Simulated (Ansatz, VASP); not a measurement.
**Sb in VASP and in Ansatz**

The input INCAR:

```
SYSTEM = Sb
PREC = Accurate
ENCUT = 520
EDIFF = 1E-6
ISMEAR = 0
SIGMA = 0.01
LREAL = .FALSE.
LASPH = .TRUE.
NELM = 80
ALGO = Normal
ISIF = 2
LWAVE = .FALSE.
LCHARG = .FALSE.
LDIPOL = .TRUE.
IDIPOL = 3
DIPOL = 0.5 0.5 0.327
GGA = PE
NBANDS = 18
```

File KPOINTS:

```
regular mesh
0
G
  6 6 1
  0 0 0
```

POSCAR

```
Sb
1.0
    5.1294083752      0.0000000000      0.0000000000
    0.0000000000      4.2400767676      0.0000000000
    0.0000000000      0.0000000000     29.0216962420
Sb
4
Direct
    0.0594214760      0.0000000000      0.3752153082
    0.4405785240      0.5000000000      0.3752153082
    0.5594214760      0.5000000000      0.2794673073
    0.9405785240      0.0000000000      0.2794673073
```

Input for Ansatz:

```yaml
crystal:
  lattice:
    - [5.1294083752, 0.0, 0.0]
    - [0.0, 4.2400767676, 0.0]
    - [0.0, 0.0, 29.021696242]
  atoms:
    - { symbol: Sb, position: [0.059421476, 0.0, 0.3752153082] }
    - { symbol: Sb, position: [0.440578524, 0.5, 0.3752153082] }
    - { symbol: Sb, position: [0.559421476, 0.5, 0.2794673073] }
    - { symbol: Sb, position: [0.940578524, 0.0, 0.2794673073] }
  periodic: [true, true, false]
kpoints:
  mp_grid: { grid: [6, 6, 1] }
  band_path:
    path:
      - [0.0, 0.0, 0.0]
      - [0.5, 0.0, 0.0]
      - [0.5, 0.5, 0.0]
      - [0.0, 0.5, 0.0]
      - [0.378906, 0.0, 0.0]
      - [0.4, 0.0, 0.0]
    npoints: 1
hamiltonian:
  xc: pbe
scf:
  occupations: { method: fixed }
  n_extra_bands: 5
output:
  forces: true
  stress: true
  eigenvalues: true
```

Alike in both runs: task single point; functional PBE; k mesh 6 × 6 × 1; no spin polarisation.

|  | VASP | Ansatz |
| --- | --- | --- |
| version | VASP 6.6.1 | Ansatz 0.2.0 |
| potentials or method | VASP PAW PBE potentials, release 64 (Sb) | plane waves, PAW |
| plane-wave cutoff (eV) | 520 | 420 |
| occupations | gaussian, width 0.01 eV | fixed |
| valence electrons in the cell | 20 | 60 |

```tsv
	VASP	Ansatz	Ansatz less VASP
gap on the k mesh at the Fermi level (eV)	0.53	0.55	+0.020
rms of the force components (eV/Å)	0.178	0.147	-0.0301
```

Atom by atom the forces differ by 0.030 eV/Å (rms over components). VASP's potentials hold 20 valence electrons a cell and Ansatz's 60, so a difference there can come from the potentials and not from the codes.

Neither program's run includes spin-orbit coupling.
